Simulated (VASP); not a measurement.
# Zr3Cd2 (Pmmm) in VASP: single point with PBE

Aim: the single point of Zr3Cd2 with PBE.

Everything below comes from runs of VASP 6.6.1. Logs are shortened: lines on timing, memory, paths and dates and some standing lists are left out, and cuts for length are marked.

**1. The cell of the first run**

It takes space group Pmmm (No. 47, orthorhombic). The conventional cell has a = 5.300 Å, b = 6.520 Å, c = 7.860 Å, α = 90.00°, β = 90.00°, γ = 90.00°. Within 3.5 Å of Zr (site symmetry mmm) lie 2 Cd at 2.65 Å. Within 3.5 Å of Zr (site symmetry mmm) lie 2 Zr at 2.65 Å. Within 3.5 Å of Zr (site symmetry mmm) lie 2 Zr at 2.65 Å. Cd (site symmetry mmm) has 2 Cd at 3.26 Å and 4 Zr at 4.20 Å within 4.3 Å. Within 3.5 Å of Cd (site symmetry mmm) lie 2 Zr at 2.65 Å and 2 Cd at 3.26 Å.

**2. Single point, PBE**

Input file INCAR:

```
SYSTEM = Zr3Cd2
PREC = Accurate
ENCUT = 520
EDIFF = 1E-7
ISMEAR = -1
SIGMA = 0.05
LREAL = .False.
LASPH = .True.
NELM = 100
ALGO = Normal
ISIF = 2
LWAVE = .False.
LCHARG = .False.
GGA = PE
NBANDS = 38
```

Input file KPOINTS:

```
regular mesh
0
Gamma
  5 5 4
  0 0 0
```

Input file POSCAR:

```
Zr3Cd2
1.0
    5.3000000000      0.0000000000      0.0000000000
    0.0000000000      6.5200000000      0.0000000000
    0.0000000000      0.0000000000      7.8600000000
Zr Cd
3 2
Direct
    0.0000000000      0.0000000000      0.5000000000
    0.5000000000      0.0000000000      0.0000000000
    0.0000000000      0.0000000000      0.0000000000
    0.5000000000      0.5000000000      0.5000000000
    0.5000000000      0.0000000000      0.5000000000
```

Potentials or basis: VASP PAW PBE potentials, release 64 (Zr_sv, Cd).

Run with:

```bash
> cat potpaw_PBE.64/Zr_sv/POTCAR potpaw_PBE.64/Cd/POTCAR > POTCAR
> mpirun -np 1 vasp_std > vasp.out
```

OUTCAR:

```text
SYSTEM = Zr3Cd2
   PREC = Accurate
   ENCUT = 520
   EDIFF = 1E-7
   ISMEAR = -1
   LREAL = .False.
   LASPH = .True.
   NELM = 100
   ISIF = 2
   GGA = PE

 ion  position               nearest neighbor table
   1  0.000  0.000  0.500-   5 2.65   5 2.65
   2  0.500  0.000  0.000-   3 2.65   3 2.65
   3  0.000  0.000  0.000-   2 2.65   2 2.65
   4  0.500  0.500  0.500-   5 3.26   5 3.26
   5  0.500  0.000  0.500-   1 2.65   1 2.65   4 3.26   4 3.26

  LATTYP: Found a simple orthorhombic cell.
 ALAT       =     5.3000000000
 B/A-ratio  =     1.2301886792
 C/A-ratio  =     1.4830188679

  Lattice vectors:

 A1 = (   5.3000000000,   0.0000000000,   0.0000000000)
 A2 = (   0.0000000000,   6.5200000000,   0.0000000000)
 A3 = (   0.0000000000,   0.0000000000,   7.8600000000)

Analysis of symmetry for initial positions (statically):
=====================================================================
 Subroutine PRICEL returns:
 Original cell was already a primitive cell.

 Routine SETGRP: Setting up the symmetry group for a
 simple orthorhombic supercell.

 Subroutine GETGRP returns: Found  8 space group operations
 (whereof  8 operations were pure point group operations)
 out of a pool of  8 trial point group operations.

The static configuration has the point symmetry D_2h.

Analysis of symmetry for dynamics (positions and initial velocities):
=====================================================================
 Subroutine PRICEL returns:
 Original cell was already a primitive cell.

 Routine SETGRP: Setting up the symmetry group for a
 simple orthorhombic supercell.

 Subroutine GETGRP returns: Found  8 space group operations
 (whereof  8 operations were pure point group operations)
 out of a pool of  8 trial point group operations.

The dynamic configuration has the point symmetry D_2h.

 Subroutine INISYM returns: Found  8 space group operations
 (whereof  8 operations are pure point group operations),
 and found     1 'primitive' translations

----------------------------------------------------------------------------------------

                                     Primitive cell

  volume of cell :     271.6102

  direct lattice vectors                    reciprocal lattice vectors
     5.300000000  0.000000000  0.000000000     0.188679245  0.000000000  0.000000000
     0.000000000  6.520000000  0.000000000     0.000000000  0.153374233  0.000000000
     0.000000000  0.000000000  7.860000000     0.000000000  0.000000000  0.127226463

  length of vectors
     5.300000000  6.520000000  7.860000000     0.188679245  0.153374233  0.127226463

  position of ions in fractional coordinates (direct lattice)
     0.000000000  0.000000000  0.500000000
     0.500000000  0.000000000  0.000000000
     0.000000000  0.000000000  0.000000000
     0.500000000  0.500000000  0.500000000
     0.500000000  0.000000000  0.500000000

  ion indices of the primitive-cell ions
   primitive index   ion index
                 1           1
                 2           2
                 3           3
                 4           4
                 5           5

----------------------------------------------------------------------------------------

 KPOINTS: regular mesh

Automatic generation of k-mesh.
 Grid dimensions read from file:
 generate k-points for:    5    5    4

 Generating k-lattice:

  Cartesian coordinates                     Fractional coordinates (reciprocal lattice)
     0.037735849  0.000000000  0.000000000     0.200000000  0.000000000  0.000000000
     0.000000000  0.030674847  0.000000000     0.000000000  0.200000000  0.000000000
     0.000000000  0.000000000  0.031806616     0.000000000  0.000000000  0.250000000

  Length of vectors
     0.037735849  0.030674847  0.031806616

  Shift w.r.t. Gamma in fractional coordinates (k-lattice)
     0.000000000  0.000000000  0.000000000

 Subroutine IBZKPT returns following result:
 ===========================================

 Found     27 irreducible k-points:

 Following reciprocal coordinates:
            Coordinates               Weight
  0.000000  0.000000  0.000000      1.000000
  0.200000  0.000000  0.000000      2.000000
  0.400000  0.000000  0.000000      2.000000
  0.000000  0.200000  0.000000      2.000000
  0.200000  0.200000  0.000000      4.000000
  0.400000  0.200000  0.000000      4.000000
[... 16 lines left out ...]
  0.200000  0.200000  0.500000      4.000000
  0.400000  0.200000  0.500000      4.000000
 [... further k-points ...]
   k-points           NKPTS =     27   k-points in BZ     NKDIM =     27   number of bands    NBANDS=     38
   number of dos      NEDOS =    301   number of ions     NIONS =      5
   total plane-waves  NPLWV = 115200
   dimension x,y,z NGX =    40 NGY =   48 NGZ =   60
   dimension x,y,z NGXF=    80 NGYF=   96 NGZF=  120
   ions per type =               3   2
   NGX,Y,Z   is equivalent  to a cutoff of  12.55, 12.24, 12.69 a.u.
   NGXF,Y,Z  is equivalent  to a cutoff of  25.09, 24.48, 25.38 a.u.
 SYSTEM =  Zr3Cd2
   PREC   = accura    normal or accurate (medium, high low for compatibility)
   ISTART =      0    job   : 0-new  1-cont  2-samecut
   ICHARG =      2    charge: 1-file 2-atom 10-const
   ISPIN  =      1    spin polarized calculation?
   LNONCOLLINEAR =      F non collinear calculations
   LSORBIT =      F    spin-orbit coupling
   LASPH  =      T    aspherical Exc in radial PAW
   ENCUT  =  520.0 eV  38.22 Ry    6.18 a.u.   9.85 12.12 14.61*2*pi/ulx,y,z
   NELM   =    100;   NELMIN=  2; NELMDL= -5     # of ELM steps
   EDIFF  = 0.1E-06   stopping-criterion for ELM
   LREAL  =      F    real-space projection
   EDIFFG = 0.1E-05   stopping-criterion for IOM
   NSW    =      0    number of steps for IOM
   IBRION =     -1    ionic relax: 0-MD 1-quasi-New 2-CG
   NFREE  =      0    steps in history (QN), initial steepest desc. (CG)
   ISIF   =      2    stress and relaxation
   ISYM   =      2    0-nonsym 1-usesym 2-fastsym
   POTIM  = 0.5000    time-step for ionic-motion
   TEBEG  =    0.0;   TEEND  =   0.0 temperature during run
   PSTRESS=    0.0 pullay stress
   NELECT =      60.0000    total number of electrons
   NUPDOWN=      -1.0000    fix difference up-down
   EMIN   =  10.00;   EMAX   =-10.00  energy-range for DOS
   EFERMI =   0.00;   METHOD = LEGACY
   ISMEAR =    -1;   SIGMA  =   0.05  broadening in eV -4-tet -1-fermi 0-gaus
   EFERMI_NEDOS =   21; number of points for ismear=-14 and -15
   IALGO  =     38    algorithm
   IMIX   =      4    mixing-type and parameters
     AMIX     =   0.40;   BMIX     =  1.00
     AMIX_MAG =   1.60;   BMIX_MAG =  1.00
  volume/ion in A,a.u.               =      54.32       366.58
  Fermi-wavevector in a.u.,A,eV,Ry     =   0.989638  1.870146 13.325333  0.979384
  Thomas-Fermi vector in A             =   2.121252
   LORBIT       =      0    0 simple, 1 ext, 2 COOP (PROOUT), +10 PAW based schemes
   GGA     = PE    functional components
   LHFCALC =     F    Hartree Fock is set to
   AEXX    =    0.0000 exact exchange contribution
   IVDW    =     0    specifies the selected vdW correction
   LEPSILON=     F    determine dielectric tensor
   LRPA    =     F    only Hartree local field effects (RPA)
 non-spin polarized calculation
  energy-cutoff  :      520.00
  volume of cell :      271.61
 maximum number of plane-waves:      7346
 NGX is ok and might be reduce to    40
   NGX = 19   NGY = 25   NGZ = 29

 number of electron      60.0000001 magnetization

 Free energy of the ion-electron system (eV)
  ---------------------------------------------------
  ext. energy  EPLUGINS =         0.00000000
  ---------------------------------------------------
  free energy    TOTEN  =       -16.67375801 eV

  energy without entropy =      -16.58210915  energy(sigma->0) =      -16.62793358

 E-fermi :   0.7832     XC(G=0):  -6.9192

 val. band max:        0.7831494890   @ k =   0.0000   0.2000   0.2500
 cond. band min:       0.7837281167   @ k =   0.4000   0.0000   0.0000
 fundamental gap:      0.0005786277
 Fermi energy:         0.7831924110

 k-point     1 :       0.0000    0.0000    0.0000
  band No.  band energies     occupation
      1     -49.2861      2.00000
      2     -48.6854      2.00000
      3     -48.3378      2.00000
      4     -27.5244      2.00000
      5     -27.4791      2.00000
      6     -27.1675      2.00000
[... 30 lines left out ...]
     37       2.3493      0.00000
     38       2.4498      0.00000

 k-point     2 :       0.2000    0.0000    0.0000
  band No.  band energies     occupation
      1     -49.2856      2.00000
      2     -48.6536      2.00000
      3     -48.3722      2.00000
      4     -27.5247      2.00000
      5     -27.2822      2.00000
      6     -27.1677      2.00000
[... 30 lines left out ...]
     37       2.0098      0.00000
     38       2.4506      0.00000

 k-point     3 :       0.4000    0.0000    0.0000
  band No.  band energies     occupation
      1     -49.2849      2.00000
      2     -48.5697      2.00000
      3     -48.4603      2.00000
      4     -27.5252      2.00000
      5     -27.1844      2.00000
      6     -27.1681      2.00000
[... 30 lines left out ...]
     37       1.7788      0.00000
     38       2.0206      0.00000

 k-point     4 :       0.0000    0.2000    0.0000
  band No.  band energies     occupation
      1     -49.2861      2.00000
      2     -48.6854      2.00000
      3     -48.3378      2.00000
      4     -27.5244      2.00000
      5     -27.4792      2.00000
      6     -27.1675      2.00000
[... 30 lines left out ...]
     37       2.5224      0.00000
     38       2.5409      0.00000
[... 703 lines left out ...]
      4     -27.5244      2.00000
      5     -27.4791      2.00000
      6     -27.1660      2.00000
[... 30 lines left out ...]
     37       2.6438      0.00000
     38       2.7461      0.00000

 k-point    23 :       0.2000    0.2000    0.5000
  band No.  band energies     occupation
      1     -49.2856      2.00000
      2     -48.6536      2.00000
      3     -48.3722      2.00000
      4     -27.5247      2.00000
      5     -27.2821      2.00000
      6     -27.1663      2.00000
[... 30 lines left out ...]
     37       2.4293      0.00000
     38       2.5061      0.00000

 k-point    24 :       0.4000    0.2000    0.5000
  band No.  band energies     occupation
      1     -49.2849      2.00000
      2     -48.5697      2.00000
      3     -48.4603      2.00000
      4     -27.5252      2.00000
      5     -27.1844      2.00000
      6     -27.1668      2.00000
[... 30 lines left out ...]
     37       1.7895      0.00000
     38       1.8145      0.00000

 [... further k-points ...]

------------------------ aborting loop because EDIFF is reached ----------------------------------------

  FORCE on cell =-STRESS in cart. coord.  units (eV):
  Direction    XX          YY          ZZ          XY          YZ          ZX
  --------------------------------------------------------------------------------------
  -------------------------------------------------------------------------------------
  Total        2.0816059     -5.1937874    -12.4783969     -0.0000000      0.0000000      0.0000000
  in kB       12.2790025    -30.6371763    -73.6077198     -0.0000000      0.0000000      0.0000000
  external PRESSURE =     -30.6552979 kB  Pullay stress =       0.0000000 kB

 VOLUME and BASIS-vectors are now :
 -----------------------------------------------------------------------------
  energy-cutoff  :      520.00
  volume of cell :      271.61
      direct lattice vectors                 reciprocal lattice vectors
     5.300000000  0.000000000  0.000000000     0.188679245  0.000000000  0.000000000
     0.000000000  6.520000000  0.000000000     0.000000000  0.153374233  0.000000000
     0.000000000  0.000000000  7.860000000     0.000000000  0.000000000  0.127226463

 POSITION                                       TOTAL-FORCE (eV/Angst)
 -----------------------------------------------------------------------------------
      0.00000      0.00000      3.93000         0.000000      0.000000      0.000000
      2.65000      0.00000      0.00000         0.000000      0.000000      0.000000
      0.00000      0.00000      0.00000         0.000000      0.000000      0.000000
      2.65000      3.26000      3.93000         0.000000      0.000000      0.000000
      2.65000      0.00000      3.93000         0.000000      0.000000      0.000000
 -----------------------------------------------------------------------------------
    total drift:                               -0.000000      0.000000     -0.000000

  FREE ENERGIE OF THE ION-ELECTRON SYSTEM (eV)
  ---------------------------------------------------
  free  energy   TOTEN  =       -16.6737580137 eV

  energy  without entropy=      -16.5821091498  energy(sigma->0) =      -16.62793358
```

Run time: 5.3 min. Hardware: 1 thread of Intel Xeon Platinum 8488C (Sapphire Rapids), shared host; peak memory 0.48 GiB.

What came out:

```
Free energy            : -16.6738 eV
Pressure               : -3.1 GPa
Band gap on the k mesh : zero (band 30 reaches 0.92 eV, above the bottom of band 31 at 0.67 eV)
```

Stress tensor (GPa, compression positive):
```
 1.23  0.00  0.00
 0.00 -3.06  0.00
 0.00  0.00 -7.36
```
